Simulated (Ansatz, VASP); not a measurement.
C: VASP beside Ansatz

Contents of INCAR:

```
  ALGO = Normal
  EDIFF = 1E-6
  ENCUT = 520
  GGA = PE
  ISIF = 2
  ISMEAR = 0
  LASPH = T
  LCHARG = T
  LELF = T
  LREAL = F
  LVHAR = T
  LWAVE = F
  NBANDS = 16
  NELM = 100
  PREC = Accurate
  SIGMA = 0.15
```

KPOINTS

```
k-points
0
Gamma
  24 24 6
```

POSCAR

```
C
1.0
    2.4665344233      0.0000000000      0.0000000000
   -1.2332672117      2.1360814699      0.0000000000
    0.0000000000      0.0000000000      8.5979761838
C
4
Direct
    0.0000000000      0.0000000000      0.0025000000
    0.0000000000      0.0000000000      0.5025000000
    0.3333333333      0.6666666667      0.0025000000
    0.6666666667      0.3333333333      0.5025000000
```

Input for Ansatz:

```yaml
crystal:
  lattice:
    - [2.4665344233, 0.0, 0.0]
    - [-1.2332672117, 2.1360814699, 0.0]
    - [0.0, 0.0, 8.5979761838]
  atoms:
    - { symbol: C, position: [0.0, 0.0, 0.0025] }
    - { symbol: C, position: [0.0, 0.0, 0.5025] }
    - { symbol: C, position: [0.3333333333, 0.6666666667, 0.0025] }
    - { symbol: C, position: [0.6666666667, 0.3333333333, 0.5025] }
basis:
  ecutwfc: 420
kpoints:
  mp_grid: { grid: [24, 24, 6] }
hamiltonian:
  xc: pbe
scf:
  occupations: { method: gaussian, width: 0.15 }
output:
  forces: true
  stress: true
  eigenvalues: true
```

Change from the starting cell: strain +0.0100 x Voigt [0, 0, 1, 0, 0, 0], atoms carried along.

Alike in both runs: task single point; functional PBE; k mesh 24 × 24 × 6; occupations gaussian, width 0.15 eV; no spin polarisation.

|  | VASP | Ansatz |
| --- | --- | --- |
| version | VASP 6.6.1 | Ansatz 0.2.0 |
| potentials or method | VASP PAW PBE potentials, release 64 (C), cutoff 520 eV | scalar-relativistic, plane waves, PAW |
| valence electrons in the cell | 16 | 16 |

```tsv
	VASP	Ansatz	Ansatz less VASP
gap on the k mesh at the Fermi level (eV)	none	none	-
pressure (GPa)	0.3	0.0	-0.35
traceless stress, the component that is largest in VASP (GPa)	-0.38	0.03	+0.409
```

A gap of «none» marks a metal or a gap that the smearing closes. The functional is the same, so the differences come from potentials, cutoffs and numerics.
